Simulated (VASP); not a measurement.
Here is a VASP 6.6.1 calculation.

File INCAR:

```
PREC     = Accurate       # precision mode
ENCUT    = 520            # plane-wave cutoff, eV
EDIFF    = 1E-7           # SCF threshold, eV
ISMEAR   = -1             # smearing method
SIGMA    = 0.15           # smearing width, eV
LREAL    = False          # projectors in reciprocal space
LASPH    = True           # aspherical terms in the spheres
NELM     = 80             # most SCF steps
ALGO     = Normal         # electronic algorithm
ISIF     = 2              # what is computed and relaxed
LWAVE    = False          # write WAVECAR
LCHARG   = True           # write CHGCAR
LELF     = True           # ELF
LVHAR    = True         
NBANDS   = 20             # bands
```

The input KPOINTS:

```
Automatic mesh
0
Gamma
  10 10 5
```

File POSCAR:

```
MoS2
1.0
    3.1475447412      0.0000000000      0.0000000000
   -1.5737723706      2.7258537054      0.0000000000
    0.0000000000      0.0000000000      5.7666064271
Mo S
1 2
Direct
    0.0000000000      0.0000000000      0.5000000000
    0.3333333333      0.6666666667      0.2288066398
    0.6666666667      0.3333333333      0.7711933602
```

Potentials or basis: VASP PAW LDA potentials, release 64 (Mo_sv, S).

The run is started by

```bash
$ cat potpaw_LDA.64/Mo_sv/POTCAR potpaw_LDA.64/S/POTCAR > POTCAR
$ mpirun -np 1 vasp_std > vasp.out
```

(1) What does it give for the largest force?

(2) Estimate the band gap on the k mesh.

(3) Estimate the pressure.

Answers

(1) 0.019 eV/Å.

(2) zero (bands 13 and 14 overlap by 0.89 eV).

(3) 0.2 GPa.
